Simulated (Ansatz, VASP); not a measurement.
# CdI2 in VASP and in Ansatz

The input INCAR:

```
SYSTEM = CdI2
  ALGO = Normal
  EDIFF = 1E-6
  ENCUT = 500
  GGA = PS
  GGA_COMPAT = .FALSE.
  ISIF = 2
  ISMEAR = -1
  LASPH = .TRUE.
  LCHARG = .FALSE.
  LREAL = .FALSE.
  LWAVE = .FALSE.
  NBANDS = 20
  NELM = 120
  PREC = Accurate
  SIGMA = 0.03
```

File KPOINTS:

```
k-points
0
G
  8 8 5
  0 0 0
```

File POSCAR:

```
CdI2
1.0
    4.3272360177      0.0000000000      0.0000000000
   -2.1636180088      3.7474963194      0.0000000000
    0.0000000000      0.0000000000      6.9935243490
Cd I
1 2
Direct
    0.0000000000      0.0000000000      0.0000000000
    0.3333333333      0.6666666667      0.2492000000
    0.6666666667      0.3333333333      0.7508000000
```

Input for Ansatz:

```yaml
crystal:
  lattice:
    - [4.3272360177, 0.0, 0.0]
    - [-2.1636180088, 3.7474963194, 0.0]
    - [0.0, 0.0, 6.993524349]
  atoms:
    - { symbol: Cd, position: [0.0, 0.0, 0.0] }
    - { symbol: I, position: [0.3333333333, 0.6666666667, 0.2492] }
    - { symbol: I, position: [0.6666666667, 0.3333333333, 0.7508] }
kpoints:
  mp_grid: { grid: [8, 8, 5] }
  band_path:
    path:
      - [0.0, 0.0, 0.0]
      - [0.5, 0.0, 0.0]
      - [0.3333333333, 0.3333333333, 0.0]
      - [0.0, 0.0, 0.0]
      - [0.0, 0.0, 0.5]
      - [0.5, 0.0, 0.5]
      - [0.3333333333, 0.3333333333, 0.5]
      - [0.0, 0.0, 0.5]
      - [0.5, 0.0, 0.5]
    npoints: 5
scf:
  occupations: { method: fermi_dirac, width: 0.03 }
hamiltonian:
  xc: pbesol
  pseudopotentials: { kind: all_electron, lapw: { basis_error: 0.0005 } }
output:
  forces: true
  stress: true
  eigenvalues: true
```

Change from the starting cell: volume scaled by 1.06.

Alike in both runs: task single point; functional PBEsol; k mesh 8 × 8 × 5; occupations fermi-dirac, width 0.03 eV; no spin polarisation.

|  | VASP | Ansatz |
| --- | --- | --- |
| version | VASP 6.6.1 | Ansatz 0.2.0 |
| potentials or method | VASP PAW PBE potentials, release 64 (Cd, I), cutoff 500 eV | all-electron LAPW, scalar-relativistic |

|  | VASP | Ansatz | Ansatz less VASP |
| --- | --- | --- | --- |
| gap on the k mesh at the Fermi level (eV) | 2.18 | 2.19 | +0.009 |
| pressure (GPa) | -2.0 | -2.1 | -0.09 |
| traceless stress, the component that is largest in VASP (GPa) | 0.15 | 0.16 | +0.007 |
| rms of the force components (eV/Å) | 0.170 | 0.179 | +0.0092 |

VASP's potentials were made for PBE, not for PBEsol. Atom by atom the forces differ by 0.009 eV/Å (rms over components). Ansatz ran all-electron here, and VASP with PAW potentials.

Spin-orbit coupling is off throughout.
